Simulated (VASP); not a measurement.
# GeS in VASP: single point with r2SCAN

Aim: the single point of GeS with r2SCAN.

Everything below comes from runs of VASP 6.6.1. Logs are shortened: lines on timing, memory, paths and dates and some standing lists are left out, and cuts for length are marked.

### Step 1. The cell of the first run

The cell holds a slab with vacuum, 16 atoms: a = 3.590 Å, b = 4.547 Å, c = 33.887 Å, α = 90.00°, β = 90.00°, γ = 90.00°.

### Step 2. Single point, r2SCAN

Contents of POSCAR:

```
GeS
1.0
    3.5897086654      0.0000000000      0.0000000000
    0.0000000000      4.5471733621      0.0000000000
    0.0000000000      0.0000000000     33.8871826238
Ge S
8 8
Direct
    0.7500000000      0.6357285249      0.2213226187
    0.2500000000      0.1357285249      0.2992094341
    0.7500000000      0.8642714751      0.3811452678
    0.2500000000      0.3642714751      0.4590320832
    0.7500000000      0.6357285249      0.5409679168
    0.2500000000      0.1357285249      0.6188547322
    0.7500000000      0.8642714751      0.7007905659
    0.2500000000      0.3642714751      0.7786773813
    0.2500000000      0.9868015271      0.2300379447
    0.7500000000      0.4868015271      0.2904941082
    0.2500000000      0.5131984729      0.3898605937
    0.7500000000      0.0131984729      0.4503167572
    0.2500000000      0.9868015271      0.5496832428
    0.7500000000      0.4868015271      0.6101394063
    0.2500000000      0.5131984729      0.7095058918
    0.7500000000      0.0131984729      0.7699620553
```

Contents of INCAR.step1:

```
PREC = Accurate
ENCUT = 450
ISMEAR = 0
SIGMA = 0.05
LREAL = False
LASPH = True
NELM = 120
LDIPOL = True
IDIPOL = 3
DIPOL = 0.5 0.5 0.500
NBANDS = 94
GGA = PE
ALGO = Normal
EDIFF = 1E-5
LWAVE = True
LCHARG = False
GGA_COMPAT = False
NELMDL = -8
KPAR = 4
```

Contents of INCAR.step2:

```
PREC = Accurate
ENCUT = 450
EDIFF = 1E-6
ISMEAR = 0
SIGMA = 0.05
LREAL = False
LASPH = True
NELM = 120
ALGO = Normal
ISIF = 2
LWAVE = False
LCHARG = True
LDIPOL = True
IDIPOL = 3
DIPOL = 0.5 0.5 0.500
METAGGA = R2SCAN
LMIXTAU = True
LVHAR = True
LVACPOTAV = True
NBANDS = 94
ISTART = 1
GGA_COMPAT = False
KPAR = 4
```

Contents of KPOINTS:

```
regular mesh
0
Gamma
  8 6 1
```

Potentials or basis: VASP PAW PBE potentials, release 64 (Ge_d, S).

Run with:

```console
cat potpaw_PBE.64/Ge_d/POTCAR potpaw_PBE.64/S/POTCAR > POTCAR
cp INCAR.step1 INCAR
mpirun -np 4 vasp_std > vasp.out
cp INCAR.step2 INCAR
mpirun -np 4 vasp_std > vasp.out
```

OUTCAR:

```text
PREC = Accurate
   ENCUT = 450
   EDIFF = 1E-6
   ISMEAR = 0
   LREAL = False
   LASPH = True
   NELM = 120
   ISIF = 2
   METAGGA = R2SCAN
   ISTART = 1

 ion  position               nearest neighbor table
   1  0.750  0.636  0.221-   9 2.42   9 2.42  10 2.44
   2  0.250  0.136  0.299-  10 2.42  10 2.42   9 2.44
   3  0.750  0.864  0.381-  11 2.42  11 2.42  12 2.44
   4  0.250  0.364  0.459-  12 2.42  12 2.42  11 2.44
   5  0.750  0.636  0.541-  13 2.42  13 2.42  14 2.44
   6  0.250  0.136  0.619-  14 2.42  14 2.42  13 2.44
[... 8 lines left out ...]
  15  0.250  0.513  0.710-   7 2.42   7 2.42   8 2.44
  16  0.750  0.013  0.770-   8 2.42   8 2.42   7 2.44

  LATTYP: Found a simple orthorhombic cell.
 ALAT       =     3.5897086654
 B/A-ratio  =     1.2667249033
 C/A-ratio  =     9.4400927157

  Lattice vectors:

 A1 = (   3.5897086654,   0.0000000000,   0.0000000000)
 A2 = (   0.0000000000,   4.5471733621,   0.0000000000)
 A3 = (   0.0000000000,   0.0000000000,  33.8871826238)

Analysis of symmetry for initial positions (statically):
=====================================================================
 Subroutine PRICEL returns:
 Original cell was already a primitive cell.

 Routine SETGRP: Setting up the symmetry group for a
 simple orthorhombic supercell.

 Subroutine GETGRP returns: Found  4 space group operations
 (whereof  2 operations were pure point group operations)
 out of a pool of  8 trial point group operations.

The static configuration has the point symmetry S_2 .
 The point group associated with its full space group is C_2h.

Analysis of symmetry for dynamics (positions and initial velocities):
=====================================================================
 Subroutine PRICEL returns:
 Original cell was already a primitive cell.

 Routine SETGRP: Setting up the symmetry group for a
 simple orthorhombic supercell.

 Subroutine GETGRP returns: Found  4 space group operations
 (whereof  2 operations were pure point group operations)
 out of a pool of  8 trial point group operations.

The dynamic configuration has the point symmetry S_2 .
 The point group associated with its full space group is C_2h.

 Subroutine INISYM returns: Found  4 space group operations
 (whereof  2 operations are pure point group operations),
 and found     1 'primitive' translations

----------------------------------------------------------------------------------------

                                     Primitive cell

  volume of cell :     553.1414

  direct lattice vectors                    reciprocal lattice vectors
     3.589708665  0.000000000  0.000000000     0.278574139  0.000000000  0.000000000
     0.000000000  4.547173362  0.000000000     0.000000000  0.219916841  0.000000000
     0.000000000  0.000000000 33.887182624     0.000000000  0.000000000  0.029509682

  length of vectors
     3.589708665  4.547173362 33.887182624     0.278574139  0.219916841  0.029509682

  position of ions in fractional coordinates (direct lattice)
     0.750000000  0.635728525  0.221322619
     0.250000000  0.135728525  0.299209434
     0.750000000  0.864271475  0.381145268
     0.250000000  0.364271475  0.459032083
     0.750000000  0.635728525  0.540967917
     0.250000000  0.135728525  0.618854732
[... 8 lines left out ...]
     0.250000000  0.513198473  0.709505892
     0.750000000  0.013198473  0.769962055

  ion indices of the primitive-cell ions
   primitive index   ion index
                 1           1
                 2           2
                 3           3
                 4           4
                 5           5
                 6           6
[... 8 lines left out ...]
                15          15
                16          16

----------------------------------------------------------------------------------------

 KPOINTS: regular mesh

Automatic generation of k-mesh.
 Grid dimensions read from file:
 generate k-points for:    8    6    1

 Generating k-lattice:

  Cartesian coordinates                     Fractional coordinates (reciprocal lattice)
     0.034821767  0.000000000  0.000000000     0.125000000  0.000000000  0.000000000
     0.000000000  0.036652807  0.000000000     0.000000000  0.166666667  0.000000000
     0.000000000  0.000000000  0.029509682     0.000000000  0.000000000  1.000000000

  Length of vectors
     0.034821767  0.036652807  0.029509682

  Shift w.r.t. Gamma in fractional coordinates (k-lattice)
     0.000000000  0.000000000  0.000000000

 Subroutine IBZKPT returns following result:
 ===========================================

 Found     20 irreducible k-points:

 Following reciprocal coordinates:
            Coordinates               Weight
  0.000000  0.000000  0.000000      1.000000
  0.125000  0.000000  0.000000      2.000000
  0.250000  0.000000  0.000000      2.000000
  0.375000  0.000000  0.000000      2.000000
  0.500000  0.000000  0.000000      1.000000
  0.000000  0.166667  0.000000      2.000000
[... 12 lines left out ...]
  0.375000  0.500000  0.000000      2.000000
  0.500000  0.500000  0.000000      1.000000
   k-points           NKPTS =     20   k-points in BZ     NKDIM =     20   number of bands    NBANDS=     94
   number of dos      NEDOS =    301   number of ions     NIONS =     16
   total plane-waves  NPLWV = 215040
   dimension x,y,z NGX =    28 NGY =   32 NGZ =  240
   dimension x,y,z NGXF=    56 NGYF=   64 NGZF=  480
   ions per type =               8   8
   NGX,Y,Z   is equivalent  to a cutoff of  12.97, 11.70, 11.77 a.u.
   NGXF,Y,Z  is equivalent  to a cutoff of  25.93, 23.40, 23.55 a.u.
 SYSTEM =  unknown system
   PREC   = accura    normal or accurate (medium, high low for compatibility)
   ISTART =      1    job   : 0-new  1-cont  2-samecut
   ICHARG =      0    charge: 1-file 2-atom 10-const
   ISPIN  =      1    spin polarized calculation?
   LNONCOLLINEAR =      F non collinear calculations
   LSORBIT =      F    spin-orbit coupling
   LASPH  =      T    aspherical Exc in radial PAW
   ENCUT  =  450.0 eV  33.07 Ry    5.75 a.u.   6.21  7.87 58.61*2*pi/ulx,y,z
   NELM   =    120;   NELMIN=  2; NELMDL=  0     # of ELM steps
   EDIFF  = 0.1E-05   stopping-criterion for ELM
   LREAL  =      F    real-space projection
   EDIFFG = 0.1E-04   stopping-criterion for IOM
   NSW    =      0    number of steps for IOM
   IBRION =     -1    ionic relax: 0-MD 1-quasi-New 2-CG
   NFREE  =      0    steps in history (QN), initial steepest desc. (CG)
   ISIF   =      2    stress and relaxation
   ISYM   =      2    0-nonsym 1-usesym 2-fastsym
   POTIM  = 0.5000    time-step for ionic-motion
   TEBEG  =    0.0;   TEEND  =   0.0 temperature during run
   PSTRESS=    0.0 pullay stress
   NELECT =     160.0000    total number of electrons
   NUPDOWN=      -1.0000    fix difference up-down
   EMIN   =  10.00;   EMAX   =-10.00  energy-range for DOS
   EFERMI =   0.00;   METHOD = LEGACY
   ISMEAR =     0;   SIGMA  =   0.05  broadening in eV -4-tet -1-fermi 0-gaus
   EFERMI_NEDOS =   21; number of points for ismear=-14 and -15
   IALGO  =     38    algorithm
   IMIX   =      4    mixing-type and parameters
     AMIX     =   0.40;   BMIX     =  1.00
     AMIX_MAG =   1.60;   BMIX_MAG =  1.00
  volume/ion in A,a.u.               =      34.57       233.30
  Fermi-wavevector in a.u.,A,eV,Ry     =   1.082687  2.045981 15.948889  1.172210
  Thomas-Fermi vector in A             =   2.218734
   LORBIT       =      0    0 simple, 1 ext, 2 COOP (PROOUT), +10 PAW based schemes
   METAGGA = R2SCAN    functional components
   LHFCALC =     F    Hartree Fock is set to
   AEXX    =    0.0000 exact exchange contribution
   IVDW    =     0    specifies the selected vdW correction
   LEPSILON=     F    determine dielectric tensor
   LRPA    =     F    only Hartree local field effects (RPA)
 non-spin polarized calculation
 Gauss-broadening in eV      SIGMA  =   0.05
  energy-cutoff  :      450.00
  volume of cell :      553.14
 maximum number of plane-waves:     12054
 NGX is ok and might be reduce to    28
   NGX = 13   NGY = 15   NGZ =117

 number of electron     160.0000037 magnetization

 dipolmoment           0.000000      0.000000      0.000000 electrons x Angstroem

 Free energy of the ion-electron system (eV)
  ---------------------------------------------------
  ext. energy  EPLUGINS =         0.00000000
  ---------------------------------------------------
  free energy    TOTEN  =      -178.95380348 eV

  energy without entropy =     -178.95380348  energy(sigma->0) =     -178.95380348

 E-fermi :   1.1554     XC(G=0):  -6.8481

 val. band max:        0.8684517358   @ k =   0.0000   0.0000   0.0000
 cond. band min:       2.3619878924   @ k =   0.0000   0.0000   0.0000
 fundamental gap:      1.4935361566
 Fermi energy:         1.1554067082

 k-point     1 :       0.0000    0.0000    0.0000
  band No.  band energies     occupation
      1     -24.3004      2.00000
      2     -24.2989      2.00000
      3     -24.2903      2.00000
      4     -24.2897      2.00000
      5     -24.2861      2.00000
      6     -24.2854      2.00000
[... 84 lines left out ...]
     91       4.5182      0.00000
     92       4.5227      0.00000

 k-point     2 :       0.1250    0.0000    0.0000
  band No.  band energies     occupation
      1     -24.2984      2.00000
      2     -24.2972      2.00000
      3     -24.2884      2.00000
      4     -24.2882      2.00000
      5     -24.2868      2.00000
      6     -24.2867      2.00000
[... 1699 lines left out ...]
     91       5.2662      0.00000
     92       5.3139      0.00000

 k-point    20 :       0.5000    0.5000    0.0000
  band No.  band energies     occupation
      1     -24.2979      2.00000
      2     -24.2979      2.00000
      3     -24.2956      2.00000
      4     -24.2956      2.00000
      5     -24.2796      2.00000
      6     -24.2796      2.00000
[... 84 lines left out ...]
     91       5.4564      0.00000
     92       5.4564      0.00000
 [bands above 92 left out]

------------------------ aborting loop because EDIFF is reached ----------------------------------------

  FORCE on cell =-STRESS in cart. coord.  units (eV):
  Direction    XX          YY          ZZ          XY          YZ          ZX
  --------------------------------------------------------------------------------------
  -------------------------------------------------------------------------------------
  Total       -1.0777706     -0.3100227     -1.4861531      0.0000000      0.0830077      0.0000000
  in kB       -3.1217689     -0.8979824     -4.3046510      0.0000000      0.2404322      0.0000000
  external PRESSURE =      -2.7748008 kB  Pullay stress =       0.0000000 kB

 VOLUME and BASIS-vectors are now :
 -----------------------------------------------------------------------------
  energy-cutoff  :      450.00
  volume of cell :      553.14
      direct lattice vectors                 reciprocal lattice vectors
     3.589708665  0.000000000  0.000000000     0.278574139  0.000000000  0.000000000
     0.000000000  4.547173362  0.000000000     0.000000000  0.219916841  0.000000000
     0.000000000  0.000000000 33.887182624     0.000000000  0.000000000  0.029509682

 POSITION                                       TOTAL-FORCE (eV/Angst)
 -----------------------------------------------------------------------------------
      2.69228      2.89077      7.50000         0.000000      0.001211      0.126304
      0.89743      0.61718     10.13936        -0.000000     -0.036450     -0.061666
      2.69228      3.92999     12.91594         0.000000      0.012058     -0.009945
      0.89743      1.65641     15.55530         0.000000      0.014496     -0.008784
      2.69228      2.89077     18.33188         0.000000     -0.014496      0.008784
      0.89743      0.61718     20.97124        -0.000000     -0.012058      0.009945
[... 8 lines left out ...]
      0.89743      2.33360     24.04316        -0.000000     -0.045891      0.106939
      2.69228      0.06002     26.09184         0.000000      0.026232     -0.046314
 -----------------------------------------------------------------------------------
    total drift:                                0.000000      0.000000      0.000000

  FREE ENERGIE OF THE ION-ELECTRON SYSTEM (eV)
  ---------------------------------------------------
  free  energy   TOTEN  =      -178.9538034774 eV

  energy  without entropy=     -178.9538034774  energy(sigma->0) =     -178.95380348

 vacuum level on the upper side and lower side of the slab         5.854         5.854
```

It took 29 min on 4 MPI ranks of Intel Xeon Platinum 8488C (Sapphire Rapids), shared host; peak memory 0.93 GiB.

Results:

| Quantity | Value |
| --- | --- |
| Free energy | -178.9538 eV |
| Largest force | 0.126 eV/Å |
| Band gap on the k mesh | 1.49 eV |

Forces on the atoms (eV/Å):
```
Ge   0.000  0.001  0.126
Ge   0.000 -0.036 -0.062
Ge   0.000  0.012 -0.010
Ge   0.000  0.014 -0.009
Ge   0.000 -0.014  0.009
Ge   0.000 -0.012  0.010
Ge   0.000  0.036  0.062
Ge   0.000 -0.001 -0.126
S    0.000 -0.026  0.046
S    0.000  0.046 -0.107
S    0.000  0.000 -0.002
S    0.000 -0.004  0.003
S    0.000  0.004 -0.003
S    0.000  0.000  0.002
S    0.000 -0.046  0.107
S    0.000  0.026 -0.046
```

Caveat: the PAW data sets were made with another functional, which shifts forces and pressure a little.
